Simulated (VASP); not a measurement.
# AlAs (r.b) (F-43m) in VASP: a series of runs

The runs below take AlAs (r.b) through single point, with r2SCAN+rVV10.

All numbers are computed with VASP 6.6.1; they aren't measurements. Logs are shortened: lines on timing, memory, paths and dates and some standing lists are left out, and cuts for length are marked.

## (1) The cell of the first run

It takes space group F-43m (No. 216, cubic). The conventional cell has a = 5.663 Å, b = 5.663 Å, c = 5.663 Å, α = 90.00°, β = 90.00°, γ = 90.00°. Al (site symmetry -43m) has 4 As at 2.45 Å within 3.2 Å. Within 3.2 Å of As (site symmetry -43m) lie 4 Al at 2.45 Å.

## (2) Single point, r2SCAN+rVV10

File POSCAR:

```
AlAs
1.0
    0.0000000000      2.8315299395      2.8315299395
    2.8315299395      0.0000000000      2.8315299395
    2.8315299395      2.8315299395      0.0000000000
Al As
1 1
Direct
    0.0000000000      0.0000000000      0.0000000000
    0.2500000000      0.2500000000      0.2500000000
```

File INCAR.step1:

```
SYSTEM = AlAs
PREC = Accurate
ENCUT = 550
ISMEAR = 0
SIGMA = 0.02
LREAL = .False.
LASPH = .True.
NELM = 120
NBANDS = 11
GGA = PE
ALGO = Normal
EDIFF = 1E-5
LWAVE = .True.
LCHARG = .False.
GGA_COMPAT = .False.
```

File INCAR.step2:

```
SYSTEM = AlAs
PREC = Accurate
ENCUT = 550
EDIFF = 1E-6
ISMEAR = 0
SIGMA = 0.02
LREAL = .False.
LASPH = .True.
NELM = 120
ALGO = Normal
ISIF = 2
LWAVE = .False.
LCHARG = .False.
METAGGA = R2SCAN
LMIXTAU = .True.
LUSE_VDW = .True.
IVDW_NL = 2
BPARAM = 11.95
CPARAM = 0.0093
NBANDS = 11
ISTART = 1
GGA_COMPAT = .False.
```

File KPOINTS:

```
regular mesh
0
Gamma
  8 8 8
  0 0 0
```

Potentials or basis: VASP PAW PBE potentials, release 64 (Al, As).

Launch:

```sh
> cat potpaw_PBE.64/Al/POTCAR potpaw_PBE.64/As/POTCAR > POTCAR
> cp INCAR.step1 INCAR
> mpirun -np 1 vasp_std > vasp.out
> cp INCAR.step2 INCAR
> mpirun -np 1 vasp_std > vasp.out
```

OUTCAR:

```text
SYSTEM = AlAs
   PREC = Accurate
   ENCUT = 550
   EDIFF = 1E-6
   ISMEAR = 0
   LREAL = .False.
   LASPH = .True.
   NELM = 120
   ISIF = 2
   METAGGA = R2SCAN
   IVDW_NL = 2
   BPARAM = 11.95
   ISTART = 1

 ion  position               nearest neighbor table
   1  0.000  0.000  0.000-   2 2.45   2 2.45   2 2.45   2 2.45
   2  0.250  0.250  0.250-   1 2.45   1 2.45   1 2.45   1 2.45

  LATTYP: Found a face centered cubic cell.
 ALAT       =     5.6630598790

  Lattice vectors:

 A1 = (   0.0000000000,   2.8315299395,   2.8315299395)
 A2 = (   2.8315299395,   0.0000000000,   2.8315299395)
 A3 = (   2.8315299395,   2.8315299395,   0.0000000000)

Analysis of symmetry for initial positions (statically):
=====================================================================
 Subroutine PRICEL returns:
 Original cell was already a primitive cell.

 Routine SETGRP: Setting up the symmetry group for a
 face centered cubic supercell.

 Subroutine GETGRP returns: Found 24 space group operations
 (whereof 24 operations were pure point group operations)
 out of a pool of 48 trial point group operations.

The static configuration has the point symmetry T_d .

Analysis of symmetry for dynamics (positions and initial velocities):
=====================================================================
 Subroutine PRICEL returns:
 Original cell was already a primitive cell.

 Routine SETGRP: Setting up the symmetry group for a
 face centered cubic supercell.

 Subroutine GETGRP returns: Found 24 space group operations
 (whereof 24 operations were pure point group operations)
 out of a pool of 48 trial point group operations.

The dynamic configuration has the point symmetry T_d .

 Subroutine INISYM returns: Found 24 space group operations
 (whereof 24 operations are pure point group operations),
 and found     1 'primitive' translations

----------------------------------------------------------------------------------------

                                     Primitive cell

  volume of cell :      45.4039

  direct lattice vectors                    reciprocal lattice vectors
     0.000000000  2.831529940  2.831529940    -0.176582982  0.176582982  0.176582982
     2.831529940  0.000000000  2.831529940     0.176582982 -0.176582982  0.176582982
     2.831529940  2.831529940  0.000000000     0.176582982  0.176582982 -0.176582982

  length of vectors
     4.004388043  4.004388043  4.004388043     0.305850696  0.305850696  0.305850696

  position of ions in fractional coordinates (direct lattice)
     0.000000000  0.000000000  0.000000000
     0.250000000  0.250000000  0.250000000

  ion indices of the primitive-cell ions
   primitive index   ion index
                 1           1
                 2           2

----------------------------------------------------------------------------------------

 KPOINTS: regular mesh

Automatic generation of k-mesh.
 Grid dimensions read from file:
 generate k-points for:    8    8    8

 Generating k-lattice:

  Cartesian coordinates                     Fractional coordinates (reciprocal lattice)
    -0.022072873  0.022072873  0.022072873     0.125000000  0.000000000  0.000000000
     0.022072873 -0.022072873  0.022072873     0.000000000  0.125000000  0.000000000
     0.022072873  0.022072873 -0.022072873     0.000000000  0.000000000  0.125000000

  Length of vectors
     0.038231337  0.038231337  0.038231337

  Shift w.r.t. Gamma in fractional coordinates (k-lattice)
     0.000000000  0.000000000  0.000000000

 Subroutine IBZKPT returns following result:
 ===========================================

 Found     29 irreducible k-points:

 Following reciprocal coordinates:
            Coordinates               Weight
  0.000000  0.000000  0.000000      1.000000
  0.125000  0.000000  0.000000      8.000000
  0.250000  0.000000  0.000000      8.000000
  0.375000  0.000000  0.000000      8.000000
  0.500000  0.000000  0.000000      4.000000
  0.125000  0.125000  0.000000      6.000000
[... 16 lines left out ...]
  0.500000  0.250000  0.125000     48.000000
 -0.375000  0.250000  0.125000     24.000000
 [... further k-points ...]
   k-points           NKPTS =     29   k-points in BZ     NKDIM =     29   number of bands    NBANDS=     11
   number of dos      NEDOS =    301   number of ions     NIONS =      2
   total plane-waves  NPLWV =  32768
   dimension x,y,z NGX =    32 NGY =   32 NGZ =   32
   dimension x,y,z NGXF=    64 NGYF=   64 NGZF=   64
   ions per type =               1   1
   NGX,Y,Z   is equivalent  to a cutoff of  13.29, 13.29, 13.29 a.u.
   NGXF,Y,Z  is equivalent  to a cutoff of  26.57, 26.57, 26.57 a.u.
 SYSTEM =  AlAs
   PREC   = accura    normal or accurate (medium, high low for compatibility)
   ISTART =      1    job   : 0-new  1-cont  2-samecut
   ICHARG =      0    charge: 1-file 2-atom 10-const
   ISPIN  =      1    spin polarized calculation?
   LNONCOLLINEAR =      F non collinear calculations
   LSORBIT =      F    spin-orbit coupling
   LASPH  =      T    aspherical Exc in radial PAW
   ENCUT  =  550.0 eV  40.42 Ry    6.36 a.u.   7.66  7.66  7.66*2*pi/ulx,y,z
   NELM   =    120;   NELMIN=  2; NELMDL=  0     # of ELM steps
   EDIFF  = 0.1E-05   stopping-criterion for ELM
   LREAL  =      F    real-space projection
   EDIFFG = 0.1E-04   stopping-criterion for IOM
   NSW    =      0    number of steps for IOM
   IBRION =     -1    ionic relax: 0-MD 1-quasi-New 2-CG
   NFREE  =      0    steps in history (QN), initial steepest desc. (CG)
   ISIF   =      2    stress and relaxation
   ISYM   =      2    0-nonsym 1-usesym 2-fastsym
   POTIM  = 0.5000    time-step for ionic-motion
   TEBEG  =    0.0;   TEEND  =   0.0 temperature during run
   PSTRESS=    0.0 pullay stress
   NELECT =       8.0000    total number of electrons
   NUPDOWN=      -1.0000    fix difference up-down
   EMIN   =  10.00;   EMAX   =-10.00  energy-range for DOS
   EFERMI =   0.00;   METHOD = LEGACY
   ISMEAR =     0;   SIGMA  =   0.02  broadening in eV -4-tet -1-fermi 0-gaus
   EFERMI_NEDOS =   21; number of points for ismear=-14 and -15
   IALGO  =     38    algorithm
   IMIX   =      4    mixing-type and parameters
     AMIX     =   0.40;   BMIX     =  1.00
     AMIX_MAG =   1.60;   BMIX_MAG =  1.00
  volume/ion in A,a.u.               =      22.70       153.20
  Fermi-wavevector in a.u.,A,eV,Ry     =   0.917784  1.734360 11.460553  0.842327
  Thomas-Fermi vector in A             =   2.042792
   LORBIT       =      0    0 simple, 1 ext, 2 COOP (PROOUT), +10 PAW based schemes
   METAGGA = R2SCAN    functional components
   LHFCALC =     F    Hartree Fock is set to
   AEXX    =    0.0000 exact exchange contribution
   IVDW_NL    =     2    kernel type
   BPARAM     =11.9500
   IVDW    =     0    specifies the selected vdW correction
   LEPSILON=     F    determine dielectric tensor
   LRPA    =     F    only Hartree local field effects (RPA)
 non-spin polarized calculation
 Gauss-broadening in eV      SIGMA  =   0.02
  energy-cutoff  :      550.00
  volume of cell :       45.40
 maximum number of plane-waves:      1363
   NGX = 15   NGY = 15   NGZ = 15

 number of electron       8.0000001 magnetization

 Free energy of the ion-electron system (eV)
  ---------------------------------------------------
  ext. energy  EPLUGINS =         0.00000000
  ---------------------------------------------------
  free energy    TOTEN  =       -22.47975547 eV

  energy without entropy =      -22.47975547  energy(sigma->0) =      -22.47975547

 E-fermi :   3.7692     XC(G=0):  -9.4889

 val. band max:        3.6521076341   @ k =   0.0000   0.0000   0.0000
 cond. band min:       5.3928224769   @ k =   0.5000   0.5000   0.0000
 fundamental gap:      1.7407148428
 Fermi energy:         3.7692124189

 k-point     1 :       0.0000    0.0000    0.0000
  band No.  band energies     occupation
      1      -8.6689      2.00000
      2       3.6521      2.00000
      3       3.6521      2.00000
      4       3.6521      2.00000
      5       6.3198      0.00000
      6       8.3458      0.00000
      7       8.3458      0.00000
      8       8.3458      0.00000
      9      13.1585      0.00000
     10      13.1585      0.00000
     11      13.3138      0.00000

 k-point     2 :       0.1250    0.0000    0.0000
  band No.  band energies     occupation
      1      -8.5084      2.00000
      2       2.2572      2.00000
      3       3.4878      2.00000
      4       3.4878      2.00000
      5       6.9901      0.00000
      6       8.6397      0.00000
      7       8.6397      0.00000
      8       8.8085      0.00000
      9      12.5607      0.00000
     10      12.5607      0.00000
     11      14.0316      0.00000

 k-point     3 :       0.2500    0.0000    0.0000
  band No.  band energies     occupation
      1      -8.0631      2.00000
      2       0.2288      2.00000
      3       3.1604      2.00000
      4       3.1604      2.00000
      5       6.7608      0.00000
      6       8.9901      0.00000
      7       8.9901      0.00000
      8      10.6844      0.00000
      9      12.4779      0.00000
     10      12.4779      0.00000
     11      13.7473      0.00000
[... 267 lines left out ...]
 k-point    23 :       0.5000    0.2500    0.1250
  band No.  band energies     occupation
      1      -7.1716      2.00000
      2      -1.2181      2.00000
      3       1.0604      2.00000
      4       2.2604      2.00000
      5       7.7402      0.00000
      6       8.5646      0.00000
      7       9.9276      0.00000
      8      11.0442      0.00000
      9      13.6393      0.00000
     10      14.9497      0.00000
     11      16.6005      0.00000

 k-point    24 :      -0.3750    0.2500    0.1250
  band No.  band energies     occupation
      1      -6.9034      2.00000
      2      -1.7248      2.00000
      3       0.9099      2.00000
      4       2.0691      2.00000
      5       7.7364      0.00000
      6       8.3206      0.00000
      7      10.8615      0.00000
      8      11.8350      0.00000
      9      12.6544      0.00000
     10      15.3835      0.00000
     11      16.7675      0.00000

 [... further k-points ...]

------------------------ aborting loop because EDIFF is reached ----------------------------------------

  FORCE on cell =-STRESS in cart. coord.  units (eV):
  Direction    XX          YY          ZZ          XY          YZ          ZX
  --------------------------------------------------------------------------------------
  -------------------------------------------------------------------------------------
  Total        0.0328560      0.0328560      0.0328560      0.0000000      0.0000000      0.0000000
  in kB        1.1593965      1.1593965      1.1593965      0.0000000      0.0000000      0.0000000
  external PRESSURE =       1.1593965 kB  Pullay stress =       0.0000000 kB

 VOLUME and BASIS-vectors are now :
 -----------------------------------------------------------------------------
  energy-cutoff  :      550.00
  volume of cell :       45.40
      direct lattice vectors                 reciprocal lattice vectors
     0.000000000  2.831529940  2.831529940    -0.176582982  0.176582982  0.176582982
     2.831529940  0.000000000  2.831529940     0.176582982 -0.176582982  0.176582982
     2.831529940  2.831529940  0.000000000     0.176582982  0.176582982 -0.176582982

 POSITION                                       TOTAL-FORCE (eV/Angst)
 -----------------------------------------------------------------------------------
      0.00000      0.00000      0.00000         0.000000      0.000000     -0.000000
      1.41576      1.41576      1.41576        -0.000000     -0.000000      0.000000
 -----------------------------------------------------------------------------------
    total drift:                                0.000000      0.000000      0.000000

  FREE ENERGIE OF THE ION-ELECTRON SYSTEM (eV)
  ---------------------------------------------------
  free  energy   TOTEN  =       -22.4797554730 eV

  energy  without entropy=      -22.4797554730  energy(sigma->0) =      -22.47975547
```

Run time: 100 s. Hardware: 1 thread of Intel Xeon 6975P-C, shared host; peak memory 0.32 GiB.

What came out:

| Item | Value |
| --- | --- |
| Free energy | -22.4798 eV |
| Pressure | 0.1 GPa |
| Band gap on the k mesh | 1.74 eV, indirect (least direct gap 2.67 eV) |

Caveat: the PAW data sets were made with another functional, which shifts forces and pressure a little.

## (3) Single point, r2SCAN+rVV10

POSCAR is that of step 2.

File INCAR.step1:

```
PREC = Accurate
ENCUT = 550
ISMEAR = 0
SIGMA = 0.02
LREAL = F
LASPH = T
NELM = 120
NBANDS = 11
GGA = PE
ALGO = Normal
EDIFF = 1E-5
LWAVE = T
LCHARG = F
GGA_COMPAT = F
```

File INCAR.step2:

```
PREC = Accurate
ENCUT = 550
EDIFF = 1E-6
ISMEAR = 0
SIGMA = 0.02
LREAL = F
LASPH = T
NELM = 120
ALGO = Normal
ISIF = 2
LWAVE = F
LCHARG = F
METAGGA = R2SCAN
LMIXTAU = T
LUSE_VDW = T
IVDW_NL = 2
BPARAM = 11.95
CPARAM = 0.0093
NBANDS = 11
ISTART = 1
GGA_COMPAT = F
```

File KPOINTS:

```
regular mesh
0
Gamma
  8 8 8
```

Potentials or basis: VASP PAW PBE potentials, release 64 (Al, As).

Launch:

```sh
> cat potpaw_PBE.64/Al/POTCAR potpaw_PBE.64/As/POTCAR > POTCAR
> cp INCAR.step1 INCAR
> mpirun -np 1 vasp_std > vasp.out
> cp INCAR.step2 INCAR
> mpirun -np 1 vasp_std > vasp.out
```

OUTCAR:

```text
PREC = Accurate
   ENCUT = 550
   EDIFF = 1E-6
   ISMEAR = 0
   LREAL = F
   LASPH = T
   NELM = 120
   ISIF = 2
   METAGGA = R2SCAN
   IVDW_NL = 2
   BPARAM = 11.95
   ISTART = 1

 ion  position               nearest neighbor table
   1  0.000  0.000  0.000-   2 2.45   2 2.45   2 2.45   2 2.45
   2  0.250  0.250  0.250-   1 2.45   1 2.45   1 2.45   1 2.45

  LATTYP: Found a face centered cubic cell.
 ALAT       =     5.6630598790

  Lattice vectors:

 A1 = (   0.0000000000,   2.8315299395,   2.8315299395)
 A2 = (   2.8315299395,   0.0000000000,   2.8315299395)
 A3 = (   2.8315299395,   2.8315299395,   0.0000000000)

Analysis of symmetry for initial positions (statically):
=====================================================================
 Subroutine PRICEL returns:
 Original cell was already a primitive cell.

 Routine SETGRP: Setting up the symmetry group for a
 face centered cubic supercell.

 Subroutine GETGRP returns: Found 24 space group operations
 (whereof 24 operations were pure point group operations)
 out of a pool of 48 trial point group operations.
[... 173 lines left out ...]
  band No.  band energies     occupation
      1      -8.6689      2.00000
      2       3.6521      2.00000
      3       3.6521      2.00000
      4       3.6521      2.00000
      5       6.3198      0.00000
      6       8.3458      0.00000
      7       8.3458      0.00000
      8       8.3458      0.00000
      9      13.1585      0.00000
     10      13.1585      0.00000
     11      13.3138      0.00000
[... 309 lines left out ...]
 k-point    24 :      -0.3750    0.2500    0.1250
  band No.  band energies     occupation
      1      -6.9034      2.00000
      2      -1.7248      2.00000
      3       0.9099      2.00000
      4       2.0691      2.00000
      5       7.7364      0.00000
      6       8.3206      0.00000
      7      10.8615      0.00000
      8      11.8350      0.00000
      9      12.6544      0.00000
     10      15.3835      0.00000
     11      16.7675      0.00000

 [... further k-points ...]

------------------------ aborting loop because EDIFF is reached ----------------------------------------

  FORCE on cell =-STRESS in cart. coord.  units (eV):
  Direction    XX          YY          ZZ          XY          YZ          ZX
  --------------------------------------------------------------------------------------
  -------------------------------------------------------------------------------------
  Total        0.0328560      0.0328560      0.0328560      0.0000000      0.0000000      0.0000000
  in kB        1.1593965      1.1593965      1.1593965      0.0000000      0.0000000      0.0000000
  external PRESSURE =       1.1593965 kB  Pullay stress =       0.0000000 kB

 VOLUME and BASIS-vectors are now :
 -----------------------------------------------------------------------------
  energy-cutoff  :      550.00
  volume of cell :       45.40
      direct lattice vectors                 reciprocal lattice vectors
     0.000000000  2.831529940  2.831529940    -0.176582982  0.176582982  0.176582982
     2.831529940  0.000000000  2.831529940     0.176582982 -0.176582982  0.176582982
     2.831529940  2.831529940  0.000000000     0.176582982  0.176582982 -0.176582982

 POSITION                                       TOTAL-FORCE (eV/Angst)
 -----------------------------------------------------------------------------------
      0.00000      0.00000      0.00000         0.000000      0.000000     -0.000000
      1.41576      1.41576      1.41576        -0.000000     -0.000000      0.000000
 -----------------------------------------------------------------------------------
    total drift:                                0.000000      0.000000      0.000000

  FREE ENERGIE OF THE ION-ELECTRON SYSTEM (eV)
  ---------------------------------------------------
  free  energy   TOTEN  =       -22.4797554730 eV

  energy  without entropy=      -22.4797554730  energy(sigma->0) =      -22.47975547
```

OUTCAR.step1:

```text
PREC = Accurate
   ENCUT = 550
   ISMEAR = 0
   LREAL = F
   LASPH = T
[... 556 lines left out ...]
 -----------------------------------------------------------------------------------
      0.00000      0.00000      0.00000         0.000000      0.000000      0.000000
      1.41576      1.41576      1.41576        -0.000000     -0.000000     -0.000000
 -----------------------------------------------------------------------------------
    total drift:                                0.000000      0.000000      0.000000

  FREE ENERGIE OF THE ION-ELECTRON SYSTEM (eV)
  ---------------------------------------------------
  free  energy   TOTEN  =        -9.3743451457 eV

  energy  without entropy=       -9.3743451457  energy(sigma->0) =       -9.37434515
```

It took 84 s on 1 thread of Intel Xeon 6975P-C, shared host; peak memory 0.32 GiB.

What came out:

* Free energy: -22.4798 eV
* Pressure: 0.1 GPa
* Band gap on the k mesh: 1.74 eV, indirect (least direct gap 2.67 eV)

Caveat: the PAW data sets were made with another functional, which shifts forces and pressure a little. r2SCAN opens gaps a little over a GGA but as a rule still falls short of measured ones.
